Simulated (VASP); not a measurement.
# BeCr3 (Pm-3m) in VASP: a series of runs

Runs on BeCr3. Level: PBE. Tasks: single point.

All numbers are computed with VASP 6.6.1; they aren't measurements. Logs are shortened: lines on timing, memory, paths and dates and some standing lists are left out, and cuts for length are marked.

## Step 1: The cell of the first run

It takes space group Pm-3m (No. 221, cubic). The conventional cell has a = 3.511 Å, b = 3.511 Å, c = 3.511 Å, α = 90.00°, β = 90.00°, γ = 90.00°. Be (site symmetry m-3m) has 12 Cr at 2.48 Å within 3.3 Å. Cr (site symmetry 4/mmm) has 8 Cr at 2.48 Å and 4 Be at 2.48 Å within 3.3 Å. Cr (site symmetry 4/mmm) has 4 Be at 2.48 Å and 8 Cr at 2.48 Å within 3.3 Å.

## Step 2: Single point, PBE, collinear spin, ferromagnetic start

The input, INCAR:

```
SYSTEM = BeCr3
PREC = Accurate
ENCUT = 520
EDIFF = 1E-6
ISMEAR = -1
SIGMA = 0.15
LREAL = .False.
LASPH = .True.
NELM = 150
ALGO = Normal
ISIF = 2
LWAVE = .False.
LCHARG = .True.
ISPIN = 2
MAGMOM = 0 0 2.4 2.4 2.4 2.4 2.4 2.4
LORBIT = 11
LMAXMIX = 4
GGA = PE
LELF = .True.
LVHAR = .True.
NBANDS = 52
```

The input, KPOINTS:

```
regular mesh
0
Gamma
  3 6 6
  0 0 0
```

The input, POSCAR:

```
BeCr3
1.0
    7.0224280000      0.0000000000      0.0000000000
    0.0000000000      3.5112140000      0.0000000000
    0.0000000000      0.0000000000      3.5112140000
Be Cr
2 6
Direct
    0.0000000000      0.0000000000      0.0000000000
    0.5000000000      0.0000000000      0.0000000000
    0.0000000000      0.5000000000      0.5000000000
    0.2500000000      0.0000000000      0.5000000000
    0.2500000000      0.5000000000      0.0000000000
    0.5000000000      0.5000000000      0.5000000000
    0.7500000000      0.0000000000      0.5000000000
    0.7500000000      0.5000000000      0.0000000000
```

Potentials or basis: VASP PAW PBE potentials, release 64 (Be, Cr_pv).

Run with:

```bash
$ cat potpaw_PBE.64/Be/POTCAR potpaw_PBE.64/Cr_pv/POTCAR > POTCAR
$ mpirun -np 1 vasp_std > vasp.out
```

OUTCAR:

```text
SYSTEM = BeCr3
   PREC = Accurate
   ENCUT = 520
   EDIFF = 1E-6
   ISMEAR = -1
   LREAL = .False.
   LASPH = .True.
   NELM = 150
   ISIF = 2
   ISPIN = 2
   LORBIT = 11
   GGA = PE

 ion  position               nearest neighbor table
   1  0.000  0.000  0.000-   3 2.48   4 2.48   5 2.48   7 2.48   8 2.48   3 2.48   4 2.48   7 2.48
                             3 2.48   5 2.48   8 2.48   3 2.48
   2  0.500  0.000  0.000-   4 2.48   5 2.48   6 2.48   7 2.48   8 2.48   4 2.48   6 2.48   7 2.48
                             5 2.48   6 2.48   8 2.48   6 2.48
   3  0.000  0.500  0.500-   1 2.48   4 2.48   5 2.48   7 2.48   8 2.48   1 2.48   5 2.48   8 2.48
                             1 2.48   4 2.48   7 2.48   1 2.48
   4  0.250  0.000  0.500-   1 2.48   2 2.48   3 2.48   5 2.48   6 2.48   1 2.48   2 2.48   5 2.48
                             3 2.48   5 2.48   6 2.48   5 2.48
   5  0.250  0.500  0.000-   1 2.48   2 2.48   3 2.48   4 2.48   6 2.48   3 2.48   4 2.48   6 2.48
                             1 2.48   2 2.48   4 2.48   4 2.48
   6  0.500  0.500  0.500-   2 2.48   4 2.48   5 2.48   7 2.48   8 2.48   2 2.48   5 2.48   8 2.48
                             2 2.48   4 2.48   7 2.48   2 2.48
   7  0.750  0.000  0.500-   1 2.48   2 2.48   3 2.48   6 2.48   8 2.48   1 2.48   2 2.48   8 2.48
                             3 2.48   6 2.48   8 2.48   8 2.48
   8  0.750  0.500  0.000-   1 2.48   2 2.48   3 2.48   6 2.48   7 2.48   3 2.48   6 2.48   7 2.48
                             1 2.48   2 2.48   7 2.48   7 2.48

  LATTYP: Found a simple tetragonal cell.
 ALAT       =     3.5112140000
 C/A-ratio  =     2.0000000000

  Lattice vectors:

 A1 = (   0.0000000000,   3.5112140000,   0.0000000000)
 A2 = (   0.0000000000,   0.0000000000,   3.5112140000)
 A3 = (   7.0224280000,   0.0000000000,   0.0000000000)

Analysis of symmetry for initial positions (statically):
=====================================================================
 Subroutine PRICEL returns following result:

  LATTYP: Found a simple cubic cell.
 ALAT       =     3.5112140000

  Lattice vectors:

 A1 = (   3.5112140000,   0.0000000000,   0.0000000000)
 A2 = (   0.0000000000,   3.5112140000,   0.0000000000)
 A3 = (   0.0000000000,   0.0000000000,   3.5112140000)

   2 primitive cells build up your supercell.

 Routine SETGRP: Setting up the symmetry group for a
 simple tetragonal supercell.

 Subroutine GETGRP returns: Found 16 space group operations
 (whereof 16 operations were pure point group operations)
 out of a pool of 16 trial point group operations.

The static configuration has the point symmetry D_4h.

Analysis of symmetry for dynamics (positions and initial velocities):
=====================================================================
 Subroutine PRICEL returns following result:

  LATTYP: Found a simple cubic cell.
 ALAT       =     3.5112140000

  Lattice vectors:

 A1 = (   3.5112140000,   0.0000000000,   0.0000000000)
 A2 = (   0.0000000000,   3.5112140000,   0.0000000000)
 A3 = (   0.0000000000,   0.0000000000,   3.5112140000)

   2 primitive cells build up your supercell.

 Routine SETGRP: Setting up the symmetry group for a
 simple tetragonal supercell.

 Subroutine GETGRP returns: Found 16 space group operations
 (whereof 16 operations were pure point group operations)
 out of a pool of 16 trial point group operations.

The dynamic configuration has the point symmetry D_4h.

Analysis of structural, dynamic, and magnetic symmetry:
=====================================================================
 Subroutine PRICEL returns following result:

  LATTYP: Found a simple cubic cell.
 ALAT       =     3.5112140000

  Lattice vectors:

 A1 = (   3.5112140000,   0.0000000000,   0.0000000000)
 A2 = (   0.0000000000,   3.5112140000,   0.0000000000)
 A3 = (   0.0000000000,   0.0000000000,   3.5112140000)

   2 primitive cells build up your supercell.

 Routine SETGRP: Setting up the symmetry group for a
 simple tetragonal supercell.

 Subroutine GETGRP returns: Found 16 space group operations
 (whereof 16 operations were pure point group operations)
 out of a pool of 16 trial point group operations.

The overall configuration has the point symmetry D_4h.

 Subroutine INISYM returns: Found 16 space group operations
 (whereof 16 operations are pure point group operations),
 and found     2 'primitive' translations

----------------------------------------------------------------------------------------

                                     Primitive cell

  volume of cell :      43.2884

  direct lattice vectors                    reciprocal lattice vectors
     3.511214000  0.000000000  0.000000000     0.284801781  0.000000000  0.000000000
     0.000000000  3.511214000  0.000000000     0.000000000  0.284801781  0.000000000
     0.000000000  0.000000000  3.511214000     0.000000000  0.000000000  0.284801781

  length of vectors
     3.511214000  3.511214000  3.511214000     0.284801781  0.284801781  0.284801781

  position of ions in fractional coordinates (direct lattice)
     0.000000000  0.000000000  0.000000000
     0.000000000  0.500000000  0.500000000
     0.500000000  0.000000000  0.500000000
     0.500000000  0.500000000  0.000000000

  ion indices of the primitive-cell ions
   primitive index   ion index
                 1           1
                 2           3
                 3           4
                 4           5

----------------------------------------------------------------------------------------

 KPOINTS: regular mesh

Automatic generation of k-mesh.
 Grid dimensions read from file:
 generate k-points for:    3    6    6

 Generating k-lattice:

  Cartesian coordinates                     Fractional coordinates (reciprocal lattice)
     0.047466963  0.000000000  0.000000000     0.333333333  0.000000000  0.000000000
     0.000000000  0.047466963  0.000000000     0.000000000  0.166666667  0.000000000
     0.000000000  0.000000000  0.047466963     0.000000000  0.000000000  0.166666667

  Length of vectors
     0.047466963  0.047466963  0.047466963

  Shift w.r.t. Gamma in fractional coordinates (k-lattice)
     0.000000000  0.000000000  0.000000000

 Subroutine IBZKPT returns following result:
 ===========================================

 Found     20 irreducible k-points:

 Following reciprocal coordinates:
            Coordinates               Weight
  0.000000  0.000000  0.000000      1.000000
  0.333333  0.000000  0.000000      2.000000
  0.000000  0.166667  0.000000      4.000000
  0.333333  0.166667  0.000000      8.000000
  0.000000  0.333333  0.000000      4.000000
  0.333333  0.333333  0.000000      8.000000
[... 12 lines left out ...]
  0.000000  0.500000  0.500000      1.000000
  0.333333  0.500000  0.500000      2.000000
   k-points           NKPTS =     20   k-points in BZ     NKDIM =     20   number of bands    NBANDS=     52
   number of dos      NEDOS =    301   number of ions     NIONS =      8
   total plane-waves  NPLWV =  42336
   dimension x,y,z NGX =    54 NGY =   28 NGZ =   28
   dimension x,y,z NGXF=   108 NGYF=   56 NGZF=   56
   ions per type =               2   6
   NGX,Y,Z   is equivalent  to a cutoff of  12.78, 13.26, 13.26 a.u.
   NGXF,Y,Z  is equivalent  to a cutoff of  25.57, 26.51, 26.51 a.u.
 SYSTEM =  BeCr3
   PREC   = accura    normal or accurate (medium, high low for compatibility)
   ISTART =      0    job   : 0-new  1-cont  2-samecut
   ICHARG =      2    charge: 1-file 2-atom 10-const
   ISPIN  =      2    spin polarized calculation?
   LNONCOLLINEAR =      F non collinear calculations
   LSORBIT =      F    spin-orbit coupling
   LASPH  =      T    aspherical Exc in radial PAW
   ENCUT  =  520.0 eV  38.22 Ry    6.18 a.u.  13.06  6.53  6.53*2*pi/ulx,y,z
   NELM   =    150;   NELMIN=  2; NELMDL= -5     # of ELM steps
   EDIFF  = 0.1E-05   stopping-criterion for ELM
   LREAL  =      F    real-space projection
   EDIFFG = 0.1E-04   stopping-criterion for IOM
   NSW    =      0    number of steps for IOM
   IBRION =     -1    ionic relax: 0-MD 1-quasi-New 2-CG
   NFREE  =      0    steps in history (QN), initial steepest desc. (CG)
   ISIF   =      2    stress and relaxation
   ISYM   =      2    0-nonsym 1-usesym 2-fastsym
   POTIM  = 0.5000    time-step for ionic-motion
   TEBEG  =    0.0;   TEEND  =   0.0 temperature during run
   PSTRESS=    0.0 pullay stress
   NELECT =      76.0000    total number of electrons
   NUPDOWN=      -1.0000    fix difference up-down
   EMIN   =  10.00;   EMAX   =-10.00  energy-range for DOS
   EFERMI =   0.00;   METHOD = LEGACY
   ISMEAR =    -1;   SIGMA  =   0.15  broadening in eV -4-tet -1-fermi 0-gaus
   EFERMI_NEDOS =   21; number of points for ismear=-14 and -15
   IALGO  =     38    algorithm
   IMIX   =      4    mixing-type and parameters
     AMIX     =   0.40;   BMIX     =  1.00
     AMIX_MAG =   1.60;   BMIX_MAG =  1.00
  volume/ion in A,a.u.               =      10.82        73.03
  Fermi-wavevector in a.u.,A,eV,Ry     =   1.567516  2.962176 33.430975  2.457107
  Thomas-Fermi vector in A             =   2.669684
   LORBIT       =     11    0 simple, 1 ext, 2 COOP (PROOUT), +10 PAW based schemes
   GGA     = PE    functional components
   LHFCALC =     F    Hartree Fock is set to
   AEXX    =    0.0000 exact exchange contribution
   IVDW    =     0    specifies the selected vdW correction
   LEPSILON=     F    determine dielectric tensor
   LRPA    =     F    only Hartree local field effects (RPA)
 spin polarized calculation
  energy-cutoff  :      520.00
  volume of cell :       86.58
 maximum number of plane-waves:      2355
 NGX is ok and might be reduce to    54
   NGX = 27   NGY = 13   NGZ = 13

 number of electron      76.0000028 magnetization      -0.0114688

 number of electron      76.0000028 magnetization       0.0004407

 Free energy of the ion-electron system (eV)
  ---------------------------------------------------
  ext. energy  EPLUGINS =         0.00000000
  ---------------------------------------------------
  free energy    TOTEN  =       -63.90472474 eV

  energy without entropy =      -63.42251934  energy(sigma->0) =      -63.66362204

 E-fermi :   9.8569     XC(G=0): -12.9848

 val. band max:        9.8397529939   @ k =   0.0000   0.1667   0.0000
 cond. band min:       9.8592392581   @ k =   0.0000   0.1667   0.0000
 fundamental gap:      0.0194862643
 Fermi energy:         9.8569134140

 spin component 1

 k-point     1 :       0.0000    0.0000    0.0000
  band No.  band energies     occupation
      1     -33.4821      1.00000
      2     -33.4821      1.00000
      3     -33.4821      1.00000
      4     -33.3415      1.00000
      5     -33.3415      1.00000
      6     -33.1680      1.00000
[... 1049 lines left out ...]
     49      11.3013      0.00007
     50      11.5720      0.00001
 Fermi energy:         9.8569134140

 spin component 2

 k-point     1 :       0.0000    0.0000    0.0000
  band No.  band energies     occupation
      1     -33.4821      1.00000
      2     -33.4821      1.00000
      3     -33.4821      1.00000
      4     -33.3415      1.00000
      5     -33.3415      1.00000
      6     -33.1680      1.00000
[... 1049 lines left out ...]
     49      11.3013      0.00007
     50      11.5720      0.00001
 [bands above 50 left out]

------------------------ aborting loop because EDIFF is reached ----------------------------------------

  FORCE on cell =-STRESS in cart. coord.  units (eV):
  Direction    XX          YY          ZZ          XY          YZ          ZX
  --------------------------------------------------------------------------------------
  -------------------------------------------------------------------------------------
  Total       -0.2587799     -0.2611997     -0.2611997      0.0000000      0.0000000      0.0000000
  in kB       -4.7889387     -4.8337188     -4.8337188      0.0000000      0.0000000      0.0000000
  external PRESSURE =      -4.8187921 kB  Pullay stress =       0.0000000 kB

 VOLUME and BASIS-vectors are now :
 -----------------------------------------------------------------------------
  energy-cutoff  :      520.00
  volume of cell :       86.58
      direct lattice vectors                 reciprocal lattice vectors
     7.022428000  0.000000000  0.000000000     0.142400890  0.000000000  0.000000000
     0.000000000  3.511214000  0.000000000     0.000000000  0.284801781  0.000000000
     0.000000000  0.000000000  3.511214000     0.000000000  0.000000000  0.284801781

 POSITION                                       TOTAL-FORCE (eV/Angst)
 -----------------------------------------------------------------------------------
      0.00000      0.00000      0.00000         0.000000     -0.000000     -0.000000
      3.51121      0.00000      0.00000         0.000000     -0.000000     -0.000000
      0.00000      1.75561      1.75561         0.000000      0.000000     -0.000000
      1.75561      0.00000      1.75561         0.000000     -0.000000      0.000000
      1.75561      1.75561      0.00000         0.000000      0.000000      0.000000
      3.51121      1.75561      1.75561        -0.000000      0.000000     -0.000000
      5.26682      0.00000      1.75561        -0.000000      0.000000      0.000000
      5.26682      1.75561      0.00000        -0.000000     -0.000000      0.000000
 -----------------------------------------------------------------------------------
    total drift:                                0.000000      0.000000     -0.000000

  FREE ENERGIE OF THE ION-ELECTRON SYSTEM (eV)
  ---------------------------------------------------
  free  energy   TOTEN  =       -63.9047247416 eV

  energy  without entropy=      -63.4225193354  energy(sigma->0) =      -63.66362204

 total charge

# of ion       s       p       d       tot
------------------------------------------
    1        0.444   0.726   0.000   1.170
    2        0.444   0.726   0.000   1.170
    3        0.426   6.370   4.259  11.056
    4        0.426   6.370   4.259  11.056
    5        0.426   6.370   4.259  11.056
    6        0.426   6.370   4.259  11.056
    7        0.426   6.370   4.259  11.056
    8        0.426   6.370   4.259  11.056
--------------------------------------------------
tot          3.446  39.673  25.555  68.674

 magnetization (x)

# of ion       s       p       d       tot
------------------------------------------
    1        0.000   0.000   0.000   0.000
    2        0.000   0.000   0.000   0.000
    3        0.000   0.000   0.000   0.000
    4        0.000   0.000   0.000   0.000
    5        0.000   0.000   0.000   0.000
    6        0.000   0.000   0.000   0.000
    7        0.000   0.000   0.000   0.000
    8        0.000   0.000   0.000   0.000
--------------------------------------------------
tot          0.000   0.000   0.000   0.000
```

Wall time 1.8 min (1 thread of Intel Xeon 6975P-C (Granite Rapids), shared host); peak memory 0.3 GiB.

What came out:

```
Free energy                                           : -63.9047 eV
Pressure                                              : -0.5 GPa
Band gap on the k mesh                                : zero (filled and empty bands overlap)
Net moment                                            : 0.00 μB per cell
Valence electrons inside the program's atomic spheres : Be 1.17; Cr 11.06
```

Caveat: the moments typed at the start vanished in this run.

## Step 3: Single point, PBE, collinear spin, antiferromagnetic start

The input, INCAR:

```
PREC = Accurate
ENCUT = 520
EDIFF = 1E-6
ISMEAR = -1
SIGMA = 0.15
LREAL = False
LASPH = True
NELM = 150
ALGO = Normal
ISIF = 2
LWAVE = False
LCHARG = False
ISPIN = 2
MAGMOM = 0 0 2.4 2.4 2.4 -2.4 -2.4 -2.4
LORBIT = 11
LMAXMIX = 4
GGA = PE
NBANDS = 52
```

The input, KPOINTS:

```
Automatic mesh
0
Gamma
  3 6 6
```

POSCAR is that of step 2.

Potentials or basis: VASP PAW PBE potentials, release 64 (Be, Cr_pv).

Run with:

```bash
$ cat potpaw_PBE.64/Be/POTCAR potpaw_PBE.64/Cr_pv/POTCAR > POTCAR
$ mpirun -np 1 vasp_std > vasp.out
```

Wall time 1.9 min (1 thread of Intel Xeon 6975P-C (Granite Rapids), shared host); peak memory 0.3 GiB.

It converged, with:

| Item | Value |
| --- | --- |
| Free energy | -63.9047 eV |
| Pressure | -0.5 GPa |
| Band gap on the k mesh | zero (filled and empty bands overlap) |
| Net moment | 0.00 μB per cell |
| Valence electrons inside the program's atomic spheres | Be 1.17; Cr 11.06 |

Levels at points of the mesh, in eV from the Fermi level:
Spin up:
```tsv
k point	band 35	band 36	band 37	band 38	band 39	band 40	band 41	band 42
(0.00, 0.00, 0.00)	-0.15	-0.08	0.41	0.61	0.61	0.61	0.73	0.73
(0.00, 0.50, 0.00)	-0.76	-0.61	-0.61	-0.15	-0.08	0.34	0.34	0.38
(0.00, 0.50, 0.50)	-0.81	-0.81	-0.61	-0.61	0.34	0.34	0.38	0.50
```
Spin down:
```tsv
k point	band 34	band 35	band 36	band 37	band 38	band 39	band 40	band 41	band 42	band 43
(0.00, 0.00, 0.00)	-0.76	-0.15	-0.08	0.41	0.61	0.61	0.61	0.73	0.73	1.08
(0.00, 0.50, 0.00)	-0.76	-0.76	-0.61	-0.61	-0.15	-0.08	0.34	0.34	0.38	0.41
(0.00, 0.50, 0.50)	-0.81	-0.81	-0.81	-0.61	-0.61	0.34	0.34	0.38	0.50	0.50
```

Caveat: the moments typed at the start vanished in this run.

## Step 4: Single point, PBE, collinear spin, antiferromagnetic start

The input, INCAR:

```
PREC = Accurate ; ENCUT = 520
EDIFF = 1E-6 ; ISMEAR = -1
SIGMA = 0.15 ; LREAL = F
LASPH = T ; NELM = 150
ALGO = Normal ; ISIF = 2
LWAVE = F ; LCHARG = T
ISPIN = 2 ; MAGMOM = 0 0 2.4 -2.4 2.4 -2.4 2.4 -2.4
LORBIT = 11 ; LMAXMIX = 4
GGA = PE ; LELF = T
LVHAR = T ; NBANDS = 52
```

KPOINTS is that of step 3.

POSCAR is that of step 3.

Run with:

```bash
$ cat potpaw_PBE.64/Be/POTCAR potpaw_PBE.64/Cr_pv/POTCAR > POTCAR
$ mpirun -np 1 vasp_std > vasp.out
```

Wall time 4.1 min (1 thread of Intel Xeon Platinum 8259CL at 2.50GHz (Skylake/Cascade Lake), shared host); peak memory 0.3 GiB.

The run converged. Its results:

```
Free energy                                           : -63.9047 eV
Pressure                                              : -0.5 GPa
Band gap on the k mesh                                : zero (filled and empty bands overlap)
Net moment                                            : 0.00 μB per cell
Valence electrons inside the program's atomic spheres : Be 1.17; Cr 11.06
```

Levels at points of the mesh, in eV from the Fermi level:
Spin up:
| k point | band 34 | band 35 | band 36 | band 37 | band 38 | band 39 | band 40 | band 41 | band 42 | band 43 |
| --- | --- | --- | --- | --- | --- | --- | --- | --- | --- | --- |
| (0.00, 0.00, 0.00) | -0.76 | -0.15 | -0.08 | 0.41 | 0.61 | 0.61 | 0.61 | 0.73 | 0.73 | 1.08 |
| (0.00, 0.50, 0.00) | -0.76 | -0.76 | -0.61 | -0.61 | -0.15 | -0.08 | 0.34 | 0.34 | 0.38 | 0.41 |
| (0.00, 0.50, 0.50) | -0.81 | -0.81 | -0.81 | -0.61 | -0.61 | 0.34 | 0.34 | 0.38 | 0.50 | 0.50 |
Spin down:
| k point | band 34 | band 35 | band 36 | band 37 | band 38 | band 39 | band 40 | band 41 | band 42 | band 43 |
| --- | --- | --- | --- | --- | --- | --- | --- | --- | --- | --- |
| (0.00, 0.00, 0.00) | -0.76 | -0.15 | -0.08 | 0.41 | 0.61 | 0.61 | 0.61 | 0.73 | 0.73 | 1.08 |
| (0.00, 0.50, 0.00) | -0.76 | -0.76 | -0.61 | -0.61 | -0.15 | -0.08 | 0.34 | 0.34 | 0.38 | 0.41 |
| (0.00, 0.50, 0.50) | -0.81 | -0.81 | -0.81 | -0.61 | -0.61 | 0.34 | 0.34 | 0.38 | 0.50 | 0.50 |

Caveat: the moments typed at the start vanished in this run.
